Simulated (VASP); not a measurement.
TlCl:

```
Tl Cl
1.0
     3.79363    0.00000    0.00000
     0.00000    3.79363    0.00000
     0.00000    0.00000    3.79363
Tl Cl
1 1
Direct
  0.00000 0.00000 0.00000
  0.50000 0.50000 0.50000
```

Program: VASP 6.6.1. Alike in all runs: task single point; cell as given; smearing gaussian 0.01 eV. Hardware: 1 thread of Intel(R) Xeon(R) 6975P-C (Granite Rapids), on a shared host.

**Question.** Order these runs on this cell by their wall time, lowest first.
A. level PBE; potentials or basis VASP PAW PBE potentials, release 64 (Tl_d, Cl); spin non-collinear, zero start, SOC; k mesh 6 × 6 × 6; cutoff (eV) 500
B. level LDA; potentials or basis VASP PAW LDA potentials, release 64 (Tl_d, Cl); spin off; k mesh 6 × 6 × 6; cutoff (eV) 500
C. level r2SCANh; potentials or basis VASP PAW PBE potentials, release 64 (Tl_d, Cl); spin off; k mesh 4 × 4 × 4; cutoff (eV) 440; grid for exact exchange (PRECFOCK) Normal

**Answer.** B (6.2 s), A (28 s), C (130 s).
